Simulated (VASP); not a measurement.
## MgO (rock salt type): single point with HSE06

MgO (rock salt type):

```
CELL_PARAMETERS angstrom
0.00000 2.12500 2.12500
2.12500 0.00000 2.12500
2.12500 2.12500 0.00000
ATOMIC_POSITIONS crystal
Mg 0.00000 0.00000 0.00000
O 0.50000 0.50000 0.50000
```

- Program: VASP 6.6.1
- Task: single point
- Functional: HSE06
- Potentials or basis: VASP PAW PBE potentials, release 64 (Mg, O)
- Cutoff: 520 eV
- k mesh: 3 × 3 × 3
- Occupations: fermi-dirac, width 0.02 eV
- Spin: no spin polarisation
- Dipole correction: no
- Grid for exact exchange (PRECFOCK): Normal
- Further INCAR settings: ALGO = Normal; EDIFF = 1e-07; NBANDS = 11
- Screening parameter: 0.2079 1/Å

```
Pressure               : -5.5 GPa
Band gap on the k mesh : 6.21 eV, direct
```

Levels at points of the mesh, in eV from the valence-band top:
```tsv
k point	band 2	band 3	band 4	band 5	band 6	band 7
(0.00, 0.00, 0.00)	0.00	0.00	0.00	6.21	17.56	17.56
```

It took 46 s on 1 thread of AMD EPYC 9R45, on a shared host, peak memory 0.22 GiB.

Caveat: the k points lie up to 0.85 Å⁻¹ apart; the PAW data sets were made with another functional, which shifts forces and pressure a little.
